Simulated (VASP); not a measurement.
# GaB3 (Cmmm) in VASP: a series of runs, part 2 of 2

VASP 6.6.1. Earlier steps stand in the parts before.

### Step 4. Single point, PBE

This run uses another cell than the first one, of 11.58 Å³/atom, 1.008 times its volume.

INCAR reads:

```
SYSTEM = GaB3
PREC = Accurate ; ENCUT = 520
EDIFF = 1E-6 ; ISMEAR = 0
SIGMA = 0.1 ; LREAL = .False.
LASPH = .True. ; NELM = 60
ALGO = Normal ; ISIF = 2
LWAVE = .False. ; LCHARG = .True.
GGA = PE ; LELF = .True.
LVHAR = .True. ; NBANDS = 19
```

KPOINTS reads:

```
regular mesh
0
Gamma
  12 12 16
  0 0 0
```

POSCAR reads:

```
GaB3
1.0
    2.6991927828     -2.9474112818      0.0000000000
    2.6991927828      2.9474112818      0.0000000000
    0.0000000000      0.0000000000      2.9111138430
Ga B
1 3
Direct
    0.5000000000      0.5000000000      0.5000000000
    0.1414025818      0.8585974182      0.5000000000
    0.8585974182      0.1414025818      0.5000000000
    0.0000000000      0.0000000000      0.0000000000
```

Started as:

```
$ cat potpaw_PBE.64/Ga_d/POTCAR potpaw_PBE.64/B/POTCAR > POTCAR
$ mpirun -np 1 vasp_std > vasp.out
```

Run time: 2 min. Hardware: 1 thread of Intel Xeon Platinum 8559C (Emerald Rapids), shared host; peak memory 0.39 GiB.

The run converged. Its results:

```
Free energy            : -20.7134 eV
Pressure               : 0.0 GPa
Largest force          : 0.015 eV/Å
Band gap on the k mesh : zero (band 11 reaches 7.22 eV, above the bottom of band 12 at 2.94 eV)
```

Forces in eV/Å, atoms in the order of the input:
```
Ga   0.000  0.000  0.000
B    0.000 -0.015  0.000
B    0.000  0.015  0.000
B    0.000  0.000  0.000
```

Levels at points of the mesh, in eV from the Fermi level:
| k point | band 8 | band 9 | band 10 | band 11 | band 12 | band 13 | band 14 | band 15 |
| --- | --- | --- | --- | --- | --- | --- | --- | --- |
| (0.00, 0.00, 0.00) | -5.58 | -4.03 | -3.86 | -0.41 | 2.07 | 2.55 | 4.72 | 5.43 |
| (0.50, 0.00, 0.00) | -4.11 | -3.74 | -3.69 | -1.23 | 0.75 | 4.50 | 4.68 | 6.29 |
| (0.50, 0.50, 0.00) | -7.34 | -6.53 | -3.60 | 2.37 | 3.08 | 4.62 | 5.67 | 6.33 |
| (0.00, 0.00, 0.50) | -5.10 | -2.89 | -2.43 | -0.61 | -0.17 | 1.18 | 1.49 | 5.78 |
| (0.50, 0.00, 0.50) | -6.37 | -4.42 | -2.76 | -0.78 | 0.00 | 2.90 | 3.11 | 3.34 |
| (0.50, 0.50, 0.50) | -5.06 | -4.39 | -4.02 | -3.63 | -1.06 | -0.33 | 4.79 | 6.69 |

### Step 5. Relaxation of cell and atoms, PBE

This run uses another cell than the first one, of 11.16 Å³/atom, 0.972 times its volume.

INCAR reads:

```
PREC = Accurate
ENCUT = 910
EDIFF = 1E-7
ISMEAR = 0
SIGMA = 0.1
LREAL = False
LASPH = True
NELM = 120
ALGO = Normal
ISIF = 3
LWAVE = False
LCHARG = False
GGA = PE
IBRION = 2
NSW = 90
EDIFFG = -0.04
GGA_COMPAT = False
NELMIN = 4
```

KPOINTS reads:

```
regular mesh
0
Gamma
  6 6 4
```

POSCAR reads:

```
GaB3
1.0
    1.6589551300     -2.6811992800      0.0000000000
    1.6589551300      2.6811992800      0.0000000000
    0.0000000000      0.0000000000      5.0195862200
Ga B
1 3
Direct
    0.5000000000      0.5000000000      0.5000000000
    0.1328468700      0.8671531300      0.5000000000
    0.8671531300      0.1328468700      0.5000000000
    0.0000000000      0.0000000000      0.0000000000
```

Potentials or basis: VASP PAW PBE potentials, release 64 (Ga_d, B_h).

Started as:

```
$ cat potpaw_PBE.64/Ga_d/POTCAR potpaw_PBE.64/B_h/POTCAR > POTCAR
$ mpirun -np 1 vasp_std > vasp.out
```

Run time: 8.6 min. Hardware: 1 thread of Intel Xeon 6975P-C (Granite Rapids), shared host; peak memory 0.27 GiB.

Results (log left out):

```yaml
Free_energy: -20.4963 eV
Relaxed_volume: 11.09 Å³/atom
Relaxed_cell: a = 3.917 Å, b = 3.917 Å, c = 2.915 Å, α = 90.00°, β = 90.00°, γ = 97.38°
Space_group_after_relaxing_to_0.05_Å: Cmmm (No. 65)
Energy_gained_by_relaxing: 2175.2 meV/atom
Ionic_steps: 35
Pressure_after_relaxing: -0.1 GPa
Largest_force_after_relaxing: 0.034 eV/Å
Band_gap_on_the_k_mesh: zero (band 11 reaches 8.60 eV, above the bottom of band 12 at 4.54 eV)
```

Forces on the atoms (eV/Å):
```
Ga   0.000  0.000  0.000
B    0.000 -0.034  0.000
B    0.000  0.034  0.000
B    0.000  0.000  0.000
```

Stress tensor (GPa, compression positive):
```
-0.24  0.00  0.00
 0.00 -0.12  0.00
 0.00  0.00  0.08
```

The path:
| step | energy change (eV) | largest force (eV/Å) | pressure (GPa) | volume (Å³) |
| --- | --- | --- | --- | --- |
| 1 | 0.0000 | 7.0590 | 51.32 | 44.65 |
| 2 | -1.5694 | 1.3617 | -10.82 | 70.61 |
| 3 | -2.5953 | 2.0048 | -0.13 | 55.87 |
| 4 | -2.5988 | 1.9692 | 0.22 | 55.64 |
| 5 | -2.6022 | 1.9084 | 0.80 | 55.27 |
| 6 | -3.2444 | 2.0464 | -4.35 | 56.71 |
| 7 | -3.9878 | 4.1573 | -11.94 | 59.74 |
| 8 | -4.0522 | 0.9879 | -11.08 | 59.08 |
| 9 | -4.4883 | 3.2063 | -10.93 | 56.53 |
| 10 | -5.2238 | 9.6822 | -2.81 | 51.45 |
| 11 | -5.2801 | 9.9228 | -2.22 | 51.16 |
| 12 | -5.4313 | 10.6560 | -0.27 | 50.26 |
| 13 | -5.7237 | 12.3459 | 2.20 | 48.40 |
| 14 | -6.0877 | 16.8418 | 18.73 | 44.45 |
| 15 | -6.0831 | 15.1678 | 9.77 | 45.95 |
| 16 | -6.6726 | 13.3762 | 13.00 | 44.99 |
| 17 | -7.2686 | 10.4834 | 22.48 | 43.13 |
| 18 | -7.3037 | 9.3971 | 27.85 | 42.36 |
| 19 | -7.6914 | 7.4043 | 21.45 | 42.95 |
| 20 | -8.3642 | 2.9296 | 6.13 | 44.71 |
| 21 | -8.2836 | 1.2791 | -12.74 | 48.22 |
| 22 | -8.5062 | 0.4000 | -4.78 | 46.41 |
| 23 | -8.5100 | 0.6739 | -3.46 | 46.17 |
| 24 | -8.5391 | 0.5970 | -3.06 | 46.00 |
| 25 | -8.6104 | 0.3668 | -1.68 | 45.48 |
| 26 | -8.6759 | 0.0558 | 1.76 | 44.44 |
| 27 | -8.6764 | 0.0840 | 2.16 | 44.33 |
| 28 | -8.6864 | 0.1057 | 1.20 | 44.49 |
| 29 | -8.6961 | 0.1679 | -1.54 | 44.99 |
| 30 | -8.6965 | 0.1573 | -1.11 | 44.91 |
| 31 | -8.6982 | 0.0624 | -0.79 | 44.79 |
| 32 | -8.6994 | 0.0810 | -0.30 | 44.60 |
| 33 | -8.6994 | 0.0991 | -0.24 | 44.58 |
| 34 | -8.7000 | 0.0731 | -0.18 | 44.49 |
| 35 | -8.7006 | 0.0343 | -0.09 | 44.35 |

Final structure:
```
Ga B
1.0
     2.58560   -2.94201    0.00000
     2.58560    2.94201    0.00000
     0.00000    0.00000    2.91545
Ga B
1 3
Direct
  0.50000 0.50000 0.50000
  0.14268 0.85732 0.50000
  0.85732 0.14268 0.50000
  0.00000 0.00000 0.00000
```

Levels at points of the mesh, in eV from the Fermi level:
| k point | band 9 | band 10 | band 11 | band 12 | band 13 | band 14 |
| --- | --- | --- | --- | --- | --- | --- |
| (0.00, 0.00, 0.00) | -3.99 | -3.71 | -0.45 | 2.05 | 2.72 | 5.66 |
| (0.50, 0.00, 0.00) | -3.51 | -3.49 | -0.66 | 1.31 | 4.54 | 4.92 |
| (0.50, 0.50, 0.00) | -6.60 | -3.37 | 2.70 | 3.31 | 4.60 | 6.18 |
| (0.00, 0.00, 0.50) | -2.60 | -2.07 | -0.62 | 0.15 | 1.34 | 1.37 |
| (0.50, 0.00, 0.50) | -4.37 | -2.79 | -0.75 | 0.38 | 3.36 | 3.39 |
| (0.50, 0.50, 0.50) | -4.19 | -3.96 | -3.78 | -0.97 | -0.22 | 5.15 |

Caveat: the k points lie up to 0.54 Å⁻¹ apart in the final cell.

### Step 6. The runs side by side

```tsv
task	potentials or basis	cell	k mesh	cutoff (eV)	second run	gap on the mesh (eV)	pressure (GPa)	relaxed volume (Å³/atom)	largest force (eV/Å)
relaxation of cell and atoms	VASP PAW PBE potentials, release 64 (Ga_d, B)	relaxed from a = 3.982, b = 3.982, c = 2.912 Å, angles 90.0, 90.0, 95.4°, 4 atoms	4 × 4 × 6	600	-	none	0.3	11.60	0.02
relaxation of cell and atoms	VASP PAW PBE potentials, release 64 (Ga_d, B)	relaxed from a = 3.153, b = 3.153, c = 5.020 Å, angles 90.0, 90.0, 116.5°, 4 atoms	6 × 6 × 4	600	-	none	-0.2	11.30	0.03
single point	VASP PAW PBE potentials, release 64 (Ga_d, B)	a = 3.997, b = 3.997, c = 2.911 Å, angles 90.0, 90.0, 95.0°, 4 atoms	12 × 12 × 16	520	-	none	0.0	-	0.02
relaxation of cell and atoms	VASP PAW PBE potentials, release 64 (Ga_d, B_h)	relaxed from a = 3.153, b = 3.153, c = 5.020 Å, angles 90.0, 90.0, 116.5°, 4 atoms	6 × 6 × 4	910	hard_potentials	none	-0.1	11.09	0.03
```

Alike in all rows: level PBE; no spin polarisation; smearing gaussian 0.1 eV.

Caveats: some runs use coarse meshes.

Absolute energies hang on the potentials; compare differences alone.
